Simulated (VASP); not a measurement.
# BeTe (F-43m) in VASP: further runs

The runs below take BeTe through single point, with revPBE+D4.

Program: VASP 6.6.1. These are calculated values, not measurements. Logs are shortened: lines on timing, memory, paths and dates and some standing lists are left out, and cuts for length are marked.

**1. The cell of the first run**

It takes space group F-43m (No. 216, cubic). Conventional cell: a = 5.540 Å, b = 5.540 Å, c = 5.540 Å, α = 90.00°, β = 90.00°, γ = 90.00°. Within 3.2 Å of Be (site symmetry -43m) lie 4 Te at 2.40 Å. Te (site symmetry -43m) has 4 Be at 2.40 Å within 3.2 Å.

**2. Single point, revPBE+D4**

File INCAR:

```
PREC     = Accurate       # precision mode
ENCUT    = 600            # plane-wave cutoff, eV
EDIFF    = 1E-6           # SCF threshold, eV
ISMEAR   = 0              # smearing method
SIGMA    = 0.05           # smearing width, eV
LREAL    = False          # projectors in reciprocal space
LASPH    = True           # aspherical terms in the spheres
NELM     = 120            # most SCF steps
ALGO     = Normal         # electronic algorithm
ISIF     = 2              # what is computed and relaxed
LWAVE    = False          # write WAVECAR
LCHARG   = False          # write CHGCAR
GGA      = RE             # functional
IVDW     = 13             # dispersion correction
NBANDS   = 11             # bands
GGA_COMPAT= False
```

File KPOINTS:

```
Automatic mesh
0
Gamma
  8 8 8
```

File POSCAR:

```
BeTe
1.0
    0.0000000000      2.7700007385      2.7700007385
    2.7700007385      0.0000000000      2.7700007385
    2.7700007385      2.7700007385      0.0000000000
Be Te
1 1
Direct
    0.0000000000      0.0000000000      0.0000000000
    0.7500000000      0.7500000000      0.7500000000
```

Potentials or basis: VASP PAW PBE potentials, release 64 (Be, Te).

Run with:

```
cat potpaw_PBE.64/Be/POTCAR potpaw_PBE.64/Te/POTCAR > POTCAR
mpirun -np 1 vasp_std > vasp.out
```

OUTCAR:

```text
PREC = Accurate
   ENCUT = 600
   EDIFF = 1E-6
   ISMEAR = 0
   LREAL = False
   LASPH = True
   NELM = 120
   ISIF = 2
   GGA = RE
   IVDW = 13

 ion  position               nearest neighbor table
   1  0.000  0.000  0.000-   2 2.40   2 2.40   2 2.40   2 2.40
   2  0.750  0.750  0.750-   1 2.40   1 2.40   1 2.40   1 2.40

  LATTYP: Found a face centered cubic cell.
 ALAT       =     5.5400014770

  Lattice vectors:

 A1 = (   0.0000000000,   2.7700007385,   2.7700007385)
 A2 = (   2.7700007385,   0.0000000000,   2.7700007385)
 A3 = (   2.7700007385,   2.7700007385,   0.0000000000)

Analysis of symmetry for initial positions (statically):
=====================================================================
 Subroutine PRICEL returns:
 Original cell was already a primitive cell.

 Routine SETGRP: Setting up the symmetry group for a
 face centered cubic supercell.

 Subroutine GETGRP returns: Found 24 space group operations
 (whereof 24 operations were pure point group operations)
 out of a pool of 48 trial point group operations.

The static configuration has the point symmetry T_d .

Analysis of symmetry for dynamics (positions and initial velocities):
=====================================================================
 Subroutine PRICEL returns:
 Original cell was already a primitive cell.

 Routine SETGRP: Setting up the symmetry group for a
 face centered cubic supercell.

 Subroutine GETGRP returns: Found 24 space group operations
 (whereof 24 operations were pure point group operations)
 out of a pool of 48 trial point group operations.

The dynamic configuration has the point symmetry T_d .

 Subroutine INISYM returns: Found 24 space group operations
 (whereof 24 operations are pure point group operations),
 and found     1 'primitive' translations

----------------------------------------------------------------------------------------

                                     Primitive cell

  volume of cell :      42.5079

  direct lattice vectors                    reciprocal lattice vectors
     0.000000000  2.770000738  2.770000738    -0.180505367  0.180505367  0.180505367
     2.770000738  0.000000000  2.770000738     0.180505367 -0.180505367  0.180505367
     2.770000738  2.770000738  0.000000000     0.180505367  0.180505367 -0.180505367

  length of vectors
     3.917372612  3.917372612  3.917372612     0.312644467  0.312644467  0.312644467

  position of ions in fractional coordinates (direct lattice)
     0.000000000  0.000000000  0.000000000
     0.750000000  0.750000000  0.750000000

  ion indices of the primitive-cell ions
   primitive index   ion index
                 1           1
                 2           2

----------------------------------------------------------------------------------------

 KPOINTS: Automatic mesh

Automatic generation of k-mesh.
 Grid dimensions read from file:
 generate k-points for:    8    8    8

 Generating k-lattice:

  Cartesian coordinates                     Fractional coordinates (reciprocal lattice)
    -0.022563171  0.022563171  0.022563171     0.125000000  0.000000000  0.000000000
     0.022563171 -0.022563171  0.022563171     0.000000000  0.125000000  0.000000000
     0.022563171  0.022563171 -0.022563171     0.000000000  0.000000000  0.125000000

  Length of vectors
     0.039080558  0.039080558  0.039080558

  Shift w.r.t. Gamma in fractional coordinates (k-lattice)
     0.000000000  0.000000000  0.000000000

 Subroutine IBZKPT returns following result:
 ===========================================

 Found     29 irreducible k-points:

 Following reciprocal coordinates:
            Coordinates               Weight
  0.000000  0.000000  0.000000      1.000000
  0.125000  0.000000  0.000000      8.000000
  0.250000  0.000000  0.000000      8.000000
  0.375000  0.000000  0.000000      8.000000
  0.500000  0.000000  0.000000      4.000000
  0.125000  0.125000  0.000000      6.000000
[... 16 lines left out ...]
  0.500000  0.250000  0.125000     48.000000
 -0.375000  0.250000  0.125000     24.000000
 [... further k-points ...]
   k-points           NKPTS =     29   k-points in BZ     NKDIM =     29   number of bands    NBANDS=     11
   number of dos      NEDOS =    301   number of ions     NIONS =      2
   total plane-waves  NPLWV =  32768
   dimension x,y,z NGX =    32 NGY =   32 NGZ =   32
   dimension x,y,z NGXF=    64 NGYF=   64 NGZF=   64
   ions per type =               1   1
   NGX,Y,Z   is equivalent  to a cutoff of  13.58, 13.58, 13.58 a.u.
   NGXF,Y,Z  is equivalent  to a cutoff of  27.16, 27.16, 27.16 a.u.
 SYSTEM =  unknown system
   PREC   = accura    normal or accurate (medium, high low for compatibility)
   ISTART =      0    job   : 0-new  1-cont  2-samecut
   ICHARG =      2    charge: 1-file 2-atom 10-const
   ISPIN  =      1    spin polarized calculation?
   LNONCOLLINEAR =      F non collinear calculations
   LSORBIT =      F    spin-orbit coupling
   LASPH  =      T    aspherical Exc in radial PAW
   ENCUT  =  600.0 eV  44.10 Ry    6.64 a.u.   7.82  7.82  7.82*2*pi/ulx,y,z
   NELM   =    120;   NELMIN=  2; NELMDL= -5     # of ELM steps
   EDIFF  = 0.1E-05   stopping-criterion for ELM
   LREAL  =      F    real-space projection
   EDIFFG = 0.1E-04   stopping-criterion for IOM
   NSW    =      0    number of steps for IOM
   IBRION =     -1    ionic relax: 0-MD 1-quasi-New 2-CG
   NFREE  =      0    steps in history (QN), initial steepest desc. (CG)
   ISIF   =      2    stress and relaxation
   ISYM   =      2    0-nonsym 1-usesym 2-fastsym
   POTIM  = 0.5000    time-step for ionic-motion
   TEBEG  =    0.0;   TEEND  =   0.0 temperature during run
   PSTRESS=    0.0 pullay stress
   NELECT =       8.0000    total number of electrons
   NUPDOWN=      -1.0000    fix difference up-down
   EMIN   =  10.00;   EMAX   =-10.00  energy-range for DOS
   EFERMI =   0.00;   METHOD = LEGACY
   ISMEAR =     0;   SIGMA  =   0.05  broadening in eV -4-tet -1-fermi 0-gaus
   EFERMI_NEDOS =   21; number of points for ismear=-14 and -15
   IALGO  =     38    algorithm
   IMIX   =      4    mixing-type and parameters
     AMIX     =   0.40;   BMIX     =  1.00
     AMIX_MAG =   1.60;   BMIX_MAG =  1.00
  volume/ion in A,a.u.               =      21.25       143.43
  Fermi-wavevector in a.u.,A,eV,Ry     =   0.938170  1.772885 11.975348  0.880163
  Thomas-Fermi vector in A             =   2.065355
   LORBIT       =      0    0 simple, 1 ext, 2 COOP (PROOUT), +10 PAW based schemes
   GGA     = RE    functional components
   LHFCALC =     F    Hartree Fock is set to
   AEXX    =    0.0000 exact exchange contribution
   IVDW    =    13    specifies the selected vdW correction
   LEPSILON=     F    determine dielectric tensor
   LRPA    =     F    only Hartree local field effects (RPA)
 non-spin polarized calculation
 Gauss-broadening in eV      SIGMA  =   0.05
  energy-cutoff  :      600.00
  volume of cell :       42.51
 maximum number of plane-waves:      1433
   NGX = 15   NGY = 15   NGZ = 15

 number of electron       8.0000000 magnetization

 Free energy of the ion-electron system (eV)
  ---------------------------------------------------
  ext. energy  EPLUGINS =         0.00000000
  ---------------------------------------------------
  free energy    TOTEN  =        -7.05746677 eV

  energy without entropy =       -7.05746677  energy(sigma->0) =       -7.05746677

 E-fermi :   5.9761     XC(G=0):  -9.1824

 val. band max:        5.7312472459   @ k =   0.0000   0.0000   0.0000
 cond. band min:       7.6391940699   @ k =   0.5000   0.5000   0.0000
 fundamental gap:      1.9079468240
 Fermi energy:         5.9761317580

 k-point     1 :       0.0000    0.0000    0.0000
  band No.  band energies     occupation
      1      -6.8907      2.00000
      2       5.7312      2.00000
      3       5.7312      2.00000
      4       5.7312      2.00000
      5       9.3163      0.00000
      6       9.3163      0.00000
      7       9.3163      0.00000
      8       9.9864      0.00000
      9      14.2141      0.00000
     10      16.0476      0.00000
     11      16.0476      0.00000

 k-point     2 :       0.1250    0.0000    0.0000
  band No.  band energies     occupation
      1      -6.7320      2.00000
      2       4.3570      2.00000
      3       5.4741      2.00000
      4       5.4741      2.00000
      5       9.3815      0.00000
      6       9.6851      0.00000
      7       9.6851      0.00000
      8      11.1881      0.00000
      9      14.6381      0.00000
     10      15.0829      0.00000
     11      15.0829      0.00000

 k-point     3 :       0.2500    0.0000    0.0000
  band No.  band energies     occupation
      1      -6.2911      2.00000
      2       2.2468      2.00000
      3       5.0019      2.00000
      4       5.0019      2.00000
      5       9.1922      0.00000
      6      10.2381      0.00000
      7      10.2381      0.00000
      8      13.0783      0.00000
      9      14.8113      0.00000
     10      14.8113      0.00000
     11      14.9646      0.00000

 k-point     4 :       0.3750    0.0000    0.0000
  band No.  band energies     occupation
      1      -5.7206      2.00000
      2       0.5620      2.00000
      3       4.6428      2.00000
      4       4.6428      2.00000
      5       9.0298      0.00000
      6      10.3563      0.00000
      7      10.3563      0.00000
      8      13.6940      0.00000
      9      15.8644      0.00000
     10      15.9273      0.00000
     11      15.9273      0.00000
[... 239 lines left out ...]
 k-point    22 :       0.3750    0.2500    0.1250
  band No.  band energies     occupation
      1      -5.9241      2.00000
      2       2.0020      2.00000
      3       3.3184      2.00000
      4       4.4139      2.00000
      5       9.3301      0.00000
      6      10.7694      0.00000
      7      11.1388      0.00000
      8      12.1717      0.00000
      9      14.9933      0.00000
     10      16.5895      0.00000
     11      17.1244      0.00000

 k-point    23 :       0.5000    0.2500    0.1250
  band No.  band energies     occupation
      1      -5.4136      2.00000
      2       0.8627      2.00000
      3       2.7657      2.00000
      4       3.9230      2.00000
      5       9.8035      0.00000
      6      10.5024      0.00000
      7      11.7734      0.00000
      8      12.8139      0.00000
      9      15.7702      0.00000
     10      16.3342      0.00000
     11      18.2484      0.00000

 k-point    24 :      -0.3750    0.2500    0.1250
  band No.  band energies     occupation
      1      -5.1507      2.00000
      2       0.3206      2.00000
      3       2.6589      2.00000
      4       3.6829      2.00000
      5       9.9604      0.00000
      6      10.2000      0.00000
      7      12.5809      0.00000
      8      13.6877      0.00000
      9      14.3780      0.00000
     10      17.4790      0.00000
     11      17.8868      0.00000

 [... further k-points ...]

------------------------ aborting loop because EDIFF is reached ----------------------------------------

  DFT-D4 for vdW energy calculation

  Edisp (eV):   -1.13861

  FORCE on cell =-STRESS in cart. coord.  units (eV):
  Direction    XX          YY          ZZ          XY          YZ          ZX
  --------------------------------------------------------------------------------------
  -------------------------------------------------------------------------------------
  Total       0.37256     0.37256     0.37256     0.00000     0.00000     0.00000
  in kB      14.04208    14.04208    14.04208     0.00000     0.00000     0.00000
  external pressure =       14.04 kB  Pullay stress =        0.00 kB

 VOLUME and BASIS-vectors are now :
 -----------------------------------------------------------------------------
  energy-cutoff  :      600.00
  volume of cell :       42.51
      direct lattice vectors                 reciprocal lattice vectors
     0.000000000  2.770000738  2.770000738    -0.180505367  0.180505367  0.180505367
     2.770000738  0.000000000  2.770000738     0.180505367 -0.180505367  0.180505367
     2.770000738  2.770000738  0.000000000     0.180505367  0.180505367 -0.180505367

 POSITION                                       TOTAL-FORCE (eV/Angst)
 -----------------------------------------------------------------------------------
      0.00000      0.00000      0.00000        -0.000000      0.000000      0.000000
      4.15500      4.15500      4.15500         0.000000     -0.000000     -0.000000
 -----------------------------------------------------------------------------------
    total drift:                               -0.000000     -0.000000     -0.000000

  FREE ENERGIE OF THE ION-ELECTRON SYSTEM (eV)
  ---------------------------------------------------
  free  energy   TOTEN  =        -8.1960732956 eV

  energy  without entropy=       -8.1960732956  energy(sigma->0) =       -8.19607330
```

Wall time 18 s (1 thread of AMD EPYC 7R13, shared host); peak memory 0.18 GiB.

Results:

```
Free energy                : -8.1961 eV
Pressure                   : 1.4 GPa
Band gap on the k mesh     : 1.91 eV (least direct gap 3.59 eV)
Dispersion energy per atom : -0.569 eV
```

Caveat: the PAW data sets were made with another functional, which shifts forces and pressure a little; spin-orbit coupling is left out, which moves the levels of the heavy elements. A k mesh can miss the band edges.

**3. Single point, revPBE+D4 (21.43 Å³/atom)**

This run uses another cell than the first one, of 21.43 Å³/atom.

File INCAR:

```
SYSTEM = BeTe
PREC = Accurate
ENCUT = 600
EDIFF = 1E-6
ISMEAR = 0
SIGMA = 0.05
LREAL = .False.
LASPH = .True.
NELM = 120
ALGO = Normal
ISIF = 2
LWAVE = .False.
LCHARG = .False.
GGA = RE
IVDW = 13
NBANDS = 11
GGA_COMPAT = .False.
```

File KPOINTS:

```
Automatic mesh
0
Gamma
  8 8 8
  0 0 0
```

File POSCAR:

```
BeTe
1.0
    0.0000000000      2.7777487498      2.7777487498
    2.7777487498      0.0000000000      2.7777487498
    2.7777487498      2.7777487498      0.0000000000
Be Te
1 1
Direct
    0.0000000000      0.0000000000      0.0000000000
    0.7500000000      0.7500000000      0.7500000000
```

Potentials or basis: VASP PAW PBE potentials, release 64 (Be, Te).

Run with:

```
cat potpaw_PBE.64/Be/POTCAR potpaw_PBE.64/Te/POTCAR > POTCAR
mpirun -np 1 vasp_std > vasp.out
```

It used 10 s of CPU time on 1 thread of AMD EPYC 7R13 (shared host).

Results (log left out):

| Property | Result |
| --- | --- |
| Free energy | -8.1986 eV |
| Pressure | 0.8 GPa |
| Band gap on the k mesh | 1.93 eV (least direct gap 3.59 eV) |
| Dispersion energy per atom | -0.564 eV |

Levels at points of the mesh, in eV from the valence-band top:
| k point | band 2 | band 3 | band 4 | band 5 | band 6 | band 7 |
| --- | --- | --- | --- | --- | --- | --- |
| (0.00, 0.00, 0.00) | 0.00 | 0.00 | 0.00 | 3.59 | 3.59 | 3.59 |
| (0.50, 0.00, 0.00) | -5.80 | -1.20 | -1.20 | 3.22 | 4.59 | 4.59 |
| (0.50, 0.50, 0.00) | -5.34 | -2.80 | -2.80 | 1.93 | 2.63 | 10.02 |

Caveat: the PAW data sets were made with another functional, which shifts forces and pressure a little; spin-orbit coupling is left out, which moves the levels of the heavy elements. Expect the measured gap to be larger: semilocal functionals such as revPBE lack the derivative discontinuity.

**4. Single point, revPBE+D4 (21.68 Å³/atom)**

This run uses another cell than the first one, of 21.68 Å³/atom.

File INCAR:

```
SYSTEM = BeTe
PREC = Accurate ; ENCUT = 600
EDIFF = 1E-6 ; ISMEAR = 0
SIGMA = 0.05 ; LREAL = .FALSE.
LASPH = .TRUE. ; NELM = 120
ALGO = Normal ; ISIF = 2
LWAVE = .FALSE. ; LCHARG = .FALSE.
GGA = RE ; IVDW = 13
NBANDS = 11 ; GGA_COMPAT = .FALSE.
```

File KPOINTS:

```
regular mesh
0
G
  8 8 8
  0 0 0
```

File POSCAR:

```
BeTe
1.0
    0.0000000000      2.7881767793      2.7881767793
    2.7881767793      0.0000000000      2.7881767793
    2.7881767793      2.7881767793      0.0000000000
Be Te
1 1
Direct
    0.0000000000      0.0000000000      0.0000000000
    0.7500000000      0.7500000000      0.7500000000
```

Run with:

```
cat potpaw_PBE.64/Be/POTCAR potpaw_PBE.64/Te/POTCAR > POTCAR
mpirun -np 1 vasp_std > vasp.out
```

Run time: 12 s. Hardware: 1 thread of AMD EPYC 7R13, shared host; peak memory 0.18 GiB.

Results (log left out):

```
Free energy                : -8.2000 eV
Pressure                   : 0.1 GPa
Band gap on the k mesh     : 1.96 eV (least direct gap 3.61 eV)
Dispersion energy per atom : -0.558 eV
```

Levels at points of the mesh, in eV from the valence-band top:
```csv
k point,band 2,band 3,band 4,band 5,band 6,band 7
"(0.00, 0.00, 0.00)",0.00,0.00,0.00,3.61,3.61,3.61
"(0.50, 0.00, 0.00)",-5.72,-1.18,-1.18,3.19,4.60,4.60
"(0.50, 0.50, 0.00)",-5.28,-2.75,-2.75,1.96,2.65,9.95
```

Caveat: the PAW data sets were made with another functional, which shifts forces and pressure a little; spin-orbit coupling is left out, which moves the levels of the heavy elements.

**5. Single point, revPBE+D4 (21.24 Å³/atom)**

File INCAR:

```
SYSTEM = BeTe
ALGO = Normal
EDIFF = 1E-6
ENCUT = 600
GGA = RE
GGA_COMPAT = .FALSE.
ISIF = 2
ISMEAR = 0
IVDW = 13
LASPH = .TRUE.
LCHARG = .FALSE.
LREAL = .FALSE.
LWAVE = .FALSE.
NBANDS = 11
NELM = 120
PREC = Accurate
SIGMA = 0.05
```

File KPOINTS:

```
k-points
0
G
  8 8 8
  0 0 0
```

File POSCAR:

```
BeTe
1.0
    0.0000000000      2.7694636196      2.7694636196
    2.7694636196      0.0000000000      2.7694636196
    2.7694636196      2.7694636196      0.0000000000
Be Te
1 1
Direct
    0.0000000000      0.0000000000      0.0000000000
    0.7500000000      0.7500000000      0.7500000000
```

Run with:

```
cat potpaw_PBE.64/Be/POTCAR potpaw_PBE.64/Te/POTCAR > POTCAR
mpirun -np 1 vasp_std > vasp.out
```

It took 18 s on 1 thread of AMD EPYC 7R13, shared host; peak memory 0.18 GiB.

Results (log left out):

```yaml
Free_energy: -8.1959 eV
Pressure: 1.4 GPa
Band_gap_on_the_k_mesh: 1.91 eV (least direct gap 3.58 eV)
Dispersion_energy_per_atom: -0.570 eV
```

Levels at points of the mesh, in eV from the valence-band top:
```tsv
k point	band 1	band 2	band 3	band 4	band 5	band 6	band 7	band 8	band 9
(0.00, 0.00, 0.00)	-12.63	0.00	0.00	0.00	3.58	3.58	3.58	4.26	8.48
(0.50, 0.00, 0.00)	-11.15	-5.86	-1.22	-1.22	3.24	4.58	4.58	7.89	11.29
(0.50, 0.50, 0.00)	-10.60	-5.39	-2.83	-2.83	1.91	2.62	10.08	10.08	11.96
```

Caveat: the PAW data sets were made with another functional, which shifts forces and pressure a little; spin-orbit coupling is left out, which moves the levels of the heavy elements. A k mesh can miss the band edges.

**6. The runs side by side**

```tsv
cell	gap on the mesh (eV)	pressure (GPa)
a = 3.917 Å, angles 60.0°, 2 atoms	1.91	1.4
a = 3.928 Å, angles 60.0°, 2 atoms	1.93	0.8
a = 3.943 Å, angles 60.0°, 2 atoms	1.96	0.1
```

Alike in all rows: task single point; level revPBE+D4; potentials or basis VASP PAW PBE potentials, release 64 (Be, Te); no spin polarisation; k mesh 8 × 8 × 8; cutoff (eV) 600; smearing gaussian 0.05 eV.

Caveats: the PAW data sets were made with another functional, which shifts forces and pressure a little; spin-orbit coupling is left out, which moves the levels of the heavy elements.

Total energies depend on the potentials used, so only differences within one code and one set of settings carry meaning.
